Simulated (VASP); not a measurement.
# CdS (R3m) in VASP: further runs

CdS is run at these levels: PBEsol; tasks: electric field gradients.

Everything below comes from runs of VASP 6.6.1. Logs are shortened: lines on timing, memory, paths and dates and some standing lists are left out, and cuts for length are marked.

### 1 The cell of the first run

It takes space group R3m (No. 160, trigonal). Conventional cell: a = 4.125 Å, b = 4.125 Å, c = 10.103 Å, α = 90.00°, β = 90.00°, γ = 120.00°. Cd (site symmetry 3m) has 4 S at 2.07 to 2.71 Å within 2.8 Å. S (site symmetry 3m) has 4 Cd at 2.07 to 2.71 Å within 2.8 Å.

### 2 Electric field gradients, PBEsol (shortest bond scaled by 0.82)

INCAR reads:

```
SYSTEM = CdS
PREC = Accurate
ENCUT = 520
EDIFF = 1E-8
ISMEAR = -1
SIGMA = 0.03
LREAL = .FALSE.
LASPH = .TRUE.
NELM = 100
ALGO = Normal
ISIF = 2
LWAVE = .FALSE.
LCHARG = .FALSE.
GGA = PS
LEFG = .TRUE.
NBANDS = 16
```

KPOINTS reads:

```
Automatic mesh
0
G
  7 7 7
  0 0 0
```

POSCAR reads:

```
CdS
1.0
    0.0000000000      2.9165000000      2.9165000000
    2.9165000000      0.0000000000      2.9165000000
    2.9165000000      2.9165000000      0.0000000000
Cd S
1 1
Direct
   -0.0675000000      0.0225000000      0.0225000000
    0.3175000000      0.2275000000      0.2275000000
```

Potentials or basis: VASP PAW PBE potentials, release 64 (Cd, S).

The run is started by

```console
$ cat potpaw_PBE.64/Cd/POTCAR potpaw_PBE.64/S/POTCAR > POTCAR
$ mpirun -np 1 vasp_std > vasp.out
```

OUTCAR:

```text
SYSTEM = CdS
   PREC = Accurate
   ENCUT = 520
   EDIFF = 1E-8
   ISMEAR = -1
   LREAL = .FALSE.
   LASPH = .TRUE.
   NELM = 100
   ISIF = 2
   GGA = PS

 ion  position               nearest neighbor table
   1  0.932  0.023  0.023-   2 2.07   2 2.71   2 2.71   2 2.71
   2  0.318  0.227  0.227-   1 2.07   1 2.71   1 2.71   1 2.71

  LATTYP: Found a face centered cubic cell.
 ALAT       =     5.8330000000

  Lattice vectors:

 A1 = (   0.0000000000,   2.9165000000,   2.9165000000)
 A2 = (   2.9165000000,   0.0000000000,   2.9165000000)
 A3 = (   2.9165000000,   2.9165000000,   0.0000000000)

Analysis of symmetry for initial positions (statically):
=====================================================================
 Subroutine PRICEL returns:
 Original cell was already a primitive cell.

 Routine SETGRP: Setting up the symmetry group for a
 face centered cubic supercell.

 Subroutine GETGRP returns: Found  6 space group operations
 (whereof  6 operations were pure point group operations)
 out of a pool of 48 trial point group operations.

The static configuration has the point symmetry C_3v.

Analysis of symmetry for dynamics (positions and initial velocities):
=====================================================================
 Subroutine PRICEL returns:
 Original cell was already a primitive cell.

 Routine SETGRP: Setting up the symmetry group for a
 face centered cubic supercell.

 Subroutine GETGRP returns: Found  6 space group operations
 (whereof  6 operations were pure point group operations)
 out of a pool of 48 trial point group operations.

The dynamic configuration has the point symmetry C_3v.

 Subroutine INISYM returns: Found  6 space group operations
 (whereof  6 operations are pure point group operations),
 and found     1 'primitive' translations

----------------------------------------------------------------------------------------

                                     Primitive cell

  volume of cell :      49.6153

  direct lattice vectors                    reciprocal lattice vectors
     0.000000000  2.916500000  2.916500000    -0.171438368  0.171438368  0.171438368
     2.916500000  0.000000000  2.916500000     0.171438368 -0.171438368  0.171438368
     2.916500000  2.916500000  0.000000000     0.171438368  0.171438368 -0.171438368

  length of vectors
     4.124553855  4.124553855  4.124553855     0.296939964  0.296939964  0.296939964

  position of ions in fractional coordinates (direct lattice)
     0.932500000  0.022500000  0.022500000
     0.317500000  0.227500000  0.227500000

  ion indices of the primitive-cell ions
   primitive index   ion index
                 1           1
                 2           2

----------------------------------------------------------------------------------------

 KPOINTS: Automatic mesh

Automatic generation of k-mesh.
 Grid dimensions read from file:
 generate k-points for:    7    7    7

 Generating k-lattice:

  Cartesian coordinates                     Fractional coordinates (reciprocal lattice)
    -0.024491195  0.024491195  0.024491195     0.142857143  0.000000000  0.000000000
     0.024491195 -0.024491195  0.024491195     0.000000000  0.142857143  0.000000000
     0.024491195  0.024491195 -0.024491195     0.000000000  0.000000000  0.142857143

  Length of vectors
     0.042419995  0.042419995  0.042419995

  Shift w.r.t. Gamma in fractional coordinates (k-lattice)
     0.000000000  0.000000000  0.000000000

 Subroutine IBZKPT returns following result:
 ===========================================

 Found     44 irreducible k-points:

 Following reciprocal coordinates:
            Coordinates               Weight
  0.000000  0.000000  0.000000      1.000000
  0.142857  0.000000  0.000000      2.000000
  0.000000  0.142857  0.000000      6.000000
  0.285714  0.000000  0.000000      2.000000
  0.000000  0.285714  0.000000      6.000000
  0.428571  0.000000  0.000000      2.000000
[... 16 lines left out ...]
  0.285714  0.285714  0.000000      6.000000
  0.428571  0.285714  0.000000      6.000000
 [... further k-points ...]
   k-points           NKPTS =     44   k-points in BZ     NKDIM =     44   number of bands    NBANDS=     16
   number of dos      NEDOS =    301   number of ions     NIONS =      2
   total plane-waves  NPLWV =  32768
   dimension x,y,z NGX =    32 NGY =   32 NGZ =   32
   dimension x,y,z NGXF=    64 NGYF=   64 NGZF=   64
   ions per type =               1   1
   NGX,Y,Z   is equivalent  to a cutoff of  12.90, 12.90, 12.90 a.u.
   NGXF,Y,Z  is equivalent  to a cutoff of  25.80, 25.80, 25.80 a.u.
 SYSTEM =  CdS
   PREC   = accura    normal or accurate (medium, high low for compatibility)
   ISTART =      0    job   : 0-new  1-cont  2-samecut
   ICHARG =      2    charge: 1-file 2-atom 10-const
   ISPIN  =      1    spin polarized calculation?
   LNONCOLLINEAR =      F non collinear calculations
   LSORBIT =      F    spin-orbit coupling
   LASPH  =      T    aspherical Exc in radial PAW
   ENCUT  =  520.0 eV  38.22 Ry    6.18 a.u.   7.67  7.67  7.67*2*pi/ulx,y,z
   NELM   =    100;   NELMIN=  2; NELMDL= -5     # of ELM steps
   EDIFF  = 0.1E-07   stopping-criterion for ELM
   LREAL  =      F    real-space projection
   EDIFFG = 0.1E-06   stopping-criterion for IOM
   NSW    =      0    number of steps for IOM
   IBRION =     -1    ionic relax: 0-MD 1-quasi-New 2-CG
   NFREE  =      0    steps in history (QN), initial steepest desc. (CG)
   ISIF   =      2    stress and relaxation
   ISYM   =      2    0-nonsym 1-usesym 2-fastsym
   POTIM  = 0.5000    time-step for ionic-motion
   TEBEG  =    0.0;   TEEND  =   0.0 temperature during run
   PSTRESS=    0.0 pullay stress
   NELECT =      18.0000    total number of electrons
   NUPDOWN=      -1.0000    fix difference up-down
   EMIN   =  10.00;   EMAX   =-10.00  energy-range for DOS
   EFERMI =   0.00;   METHOD = LEGACY
   ISMEAR =    -1;   SIGMA  =   0.03  broadening in eV -4-tet -1-fermi 0-gaus
   EFERMI_NEDOS =   21; number of points for ismear=-14 and -15
   IALGO  =     38    algorithm
   IMIX   =      4    mixing-type and parameters
     AMIX     =   0.40;   BMIX     =  1.00
     AMIX_MAG =   1.60;   BMIX_MAG =  1.00
  volume/ion in A,a.u.               =      24.81       167.41
  Fermi-wavevector in a.u.,A,eV,Ry     =   1.167599  2.206442 18.548649  1.363287
  Thomas-Fermi vector in A             =   2.304097
   LORBIT       =      0    0 simple, 1 ext, 2 COOP (PROOUT), +10 PAW based schemes
   GGA     = PS    functional components
   LHFCALC =     F    Hartree Fock is set to
   AEXX    =    0.0000 exact exchange contribution
   IVDW    =     0    specifies the selected vdW correction
   LEPSILON=     F    determine dielectric tensor
   LRPA    =     F    only Hartree local field effects (RPA)
 non-spin polarized calculation
  energy-cutoff  :      520.00
  volume of cell :       49.62
 maximum number of plane-waves:      1363
   NGX = 15   NGY = 15   NGZ = 15

 number of electron      17.9999997 magnetization

 Free energy of the ion-electron system (eV)
  ---------------------------------------------------
  ext. energy  EPLUGINS =         0.00000000
  ---------------------------------------------------
  free energy    TOTEN  =        -5.73789412 eV

  energy without entropy =       -5.73789412  energy(sigma->0) =       -5.73789412

 E-fermi :   1.9108     XC(G=0):  -9.3626

 val. band max:        1.3420514986   @ k =   0.0000   0.0000   0.0000
 cond. band min:       2.4276151327   @ k =   0.0000   0.0000   0.0000
 fundamental gap:      1.0855636341
 Fermi energy:         1.9108111965

 k-point     1 :       0.0000    0.0000    0.0000
  band No.  band energies     occupation
      1     -11.6709      2.00000
      2      -7.1174      2.00000
      3      -6.8250      2.00000
      4      -6.8250      2.00000
      5      -6.3223      2.00000
      6      -6.3223      2.00000
[... 8 lines left out ...]
     15      12.3559      0.00000
     16      12.3559      0.00000

 k-point     2 :       0.1429    0.0000    0.0000
  band No.  band energies     occupation
      1     -11.5743      2.00000
      2      -7.0568      2.00000
      3      -6.7665      2.00000
      4      -6.7665      2.00000
      5      -6.3376      2.00000
      6      -6.3376      2.00000
[... 8 lines left out ...]
     15      11.6695      0.00000
     16      12.9039      0.00000

 k-point     3 :       0.0000    0.1429    0.0000
  band No.  band energies     occupation
      1     -11.5997      2.00000
      2      -7.1012      2.00000
      3      -6.8331      2.00000
      4      -6.7474      2.00000
      5      -6.3157      2.00000
      6      -6.3057      2.00000
[... 8 lines left out ...]
     15      11.8701      0.00000
     16      12.8414      0.00000

 k-point     4 :       0.2857    0.0000    0.0000
  band No.  band energies     occupation
      1     -11.3527      2.00000
      2      -6.8164      2.00000
      3      -6.6290      2.00000
      4      -6.6290      2.00000
      5      -6.3711      2.00000
      6      -6.3711      2.00000
[... 8 lines left out ...]
     15      11.6431      0.00000
     16      12.1647      0.00000

 k-point     5 :       0.0000    0.2857    0.0000
  band No.  band energies     occupation
      1     -11.4380      2.00000
      2      -7.0580      2.00000
      3      -6.8555      2.00000
      4      -6.5573      2.00000
      5      -6.2627      2.00000
      6      -6.2402      2.00000
[... 8 lines left out ...]
     15      12.1962      0.00000
     16      12.2678      0.00000

 k-point     6 :       0.4286    0.0000    0.0000
  band No.  band energies     occupation
      1     -11.1723      2.00000
      2      -6.5136      2.00000
      3      -6.5136      2.00000
      4      -6.3952      2.00000
      5      -6.3952      2.00000
      6      -6.3949      2.00000
[... 8 lines left out ...]
     15      13.2156      0.00000
     16      13.2156      0.00000
[... 267 lines left out ...]
 k-point    21 :      -0.1429    0.1429    0.0000
  band No.  band energies     occupation
      1     -11.4622      2.00000
      2      -6.9923      2.00000
      3      -6.7834      2.00000
      4      -6.6231      2.00000
      5      -6.3311      2.00000
      6      -6.3273      2.00000
[... 8 lines left out ...]
     15      11.9338      0.00000
     16      13.9012      0.00000

 k-point    22 :       0.0000   -0.1429    0.1429
  band No.  band energies     occupation
      1     -11.5032      2.00000
      2      -7.0991      2.00000
      3      -6.8223      2.00000
      4      -6.6617      2.00000
      5      -6.3009      2.00000
      6      -6.2477      2.00000
[... 8 lines left out ...]
     15      12.3475      0.00000
     16      14.0061      0.00000

 k-point    23 :       0.2857    0.2857    0.0000
  band No.  band energies     occupation
      1     -11.3340      2.00000
      2      -6.9957      2.00000
      3      -6.6865      2.00000
      4      -6.6144      2.00000
      5      -6.2677      2.00000
      6      -6.2374      2.00000
[... 8 lines left out ...]
     15      13.1862      0.00000
     16      15.7935      0.00000

 k-point    24 :       0.4286    0.2857    0.0000
  band No.  band energies     occupation
      1     -11.1845      2.00000
      2      -6.8585      2.00000
      3      -6.6011      2.00000
      4      -6.4825      2.00000
      5      -6.2919      2.00000
      6      -6.1306      2.00000
[... 8 lines left out ...]
     15      13.7876      0.00000
     16      15.3362      0.00000

 [... further k-points ...]

------------------------ aborting loop because EDIFF is reached ----------------------------------------

  FORCE on cell =-STRESS in cart. coord.  units (eV):
  Direction    XX          YY          ZZ          XY          YZ          ZX
  --------------------------------------------------------------------------------------
  -------------------------------------------------------------------------------------
  Total        2.9238993      2.9238993      2.9238993     -4.1839963      4.1839963     -4.1839963
  in kB       94.4184920     94.4184920     94.4184920   -135.1095156    135.1095156   -135.1095156
  external PRESSURE =      94.4184920 kB  Pullay stress =       0.0000000 kB

 VOLUME and BASIS-vectors are now :
 -----------------------------------------------------------------------------
  energy-cutoff  :      520.00
  volume of cell :       49.62
      direct lattice vectors                 reciprocal lattice vectors
     0.000000000  2.916500000  2.916500000    -0.171438368  0.171438368  0.171438368
     2.916500000  0.000000000  2.916500000     0.171438368 -0.171438368  0.171438368
     2.916500000  2.916500000  0.000000000     0.171438368  0.171438368 -0.171438368

 POSITION                                       TOTAL-FORCE (eV/Angst)
 -----------------------------------------------------------------------------------
      0.13124      2.78526      2.78526        -3.791292      3.791292      3.791292
      1.32701      1.58949      1.58949         3.791292     -3.791292     -3.791292
 -----------------------------------------------------------------------------------
    total drift:                               -0.000205      0.000205      0.000205

  FREE ENERGIE OF THE ION-ELECTRON SYSTEM (eV)
  ---------------------------------------------------
  free  energy   TOTEN  =        -5.7378941236 eV

  energy  without entropy=       -5.7378941234  energy(sigma->0) =       -5.73789412

 Electric field gradients (V/A^2)
---------------------------------------------------------------------
 ion       V_xx      V_yy      V_zz      V_xy      V_xz      V_yz
---------------------------------------------------------------------
   1      -0.000     0.000     0.000   131.191   131.191  -131.190
   2      -0.000     0.000     0.000   -12.950   -12.950    12.949
---------------------------------------------------------------------

 Electric field gradients after diagonalization (V/A^2)
 (convention: |V_zz| > |V_xx| > |V_yy|)
----------------------------------------------------------------------
 ion       V_xx      V_yy      V_zz     asymmetry (V_yy - V_xx)/ V_zz
----------------------------------------------------------------------
   1     131.191   131.190  -262.381       0.000
   2     -12.950   -12.949    25.899       0.000
----------------------------------------------------------------------

           NMR quadrupolar parameters

 Cq : quadrupolar parameter    Cq=e*Q*V_zz/h
 eta: asymmetry parameters     (V_yy - V_xx)/ V_zz
 Q  : nuclear electric quadrupole moment in mb (millibarn)
----------------------------------------------------------------------
 ion       Cq(MHz)       eta       Q (mb)
----------------------------------------------------------------------
   1      -0.634       0.000       1.000
   2       0.063       0.000       1.000
----------------------------------------------------------------------
```

Run time: 47 s. Hardware: 1 thread of Intel Xeon 8259CL, shared host; peak memory 0.19 GiB.

Results:

```
Free energy                             : -5.7379 eV
Pressure                                : 9.4 GPa
Largest force                           : 6.567 eV/Å
Band gap on the k mesh                  : 1.09 eV
Largest electric field gradient by atom : Cd -262.4; S +25.9 V/Å²
```

Forces on the atoms (eV/Å):
```
Cd  -3.791  3.791  3.791
S    3.791 -3.791 -3.791
```

Stress tensor (GPa, compression positive):
```
  9.44 -13.51 -13.51
-13.51   9.44  13.51
-13.51  13.51   9.44
```

Electric field gradients, principal values (V/Å²):
```csv
atom,least,middle,greatest (by size)
1 Cd,131.190,131.191,-262.381
2 S,-12.949,-12.950,25.899
```

Caveat: the cell differs from its parent crystal (shortest bond scaled by 0.82); the cell stands under pressure; without QUAD_EFG the Cq values of the log hold for a quadrupole moment of 1 mb, not for the nuclei; the PAW data sets were made with another functional, which shifts forces and pressure a little.

(Part 1 of 2 ends here.)
